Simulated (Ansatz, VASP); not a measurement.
PbSe in VASP and in Ansatz

```
CELL_PARAMETERS angstrom
0.00000 3.04160 3.04160
3.04160 0.00000 3.04160
3.04160 3.04160 0.00000
ATOMIC_POSITIONS crystal
Pb 0.00000 0.00000 0.00000
Se 0.50000 0.50000 0.50000
```

Change from the starting cell: volume scaled by 0.98, PAW files.

Alike in both runs: task electric field gradients; functional PBE; k mesh 9 × 9 × 9; occupations fermi-dirac, width 0.01 eV; no spin polarisation.

```csv
,VASP,Ansatz
version,VASP 6.6.1,Ansatz 0.2.0
potentials or method,"VASP PAW PBE potentials, release 64 (Pb_d, Se)","PAW with Ansatz's default frozen-core files, scalar-relativistic"
plane-wave cutoff (eV),520,420
valence electrons in the cell,20,30
```

```csv
,VASP,Ansatz,Ansatz less VASP
pressure (GPa),3.5,3.5,+0.01
```

VASP's potentials hold 20 valence electrons a cell and Ansatz's 30, so a difference there can come from the potentials and not from the codes.

Neither program's run includes spin-orbit coupling.
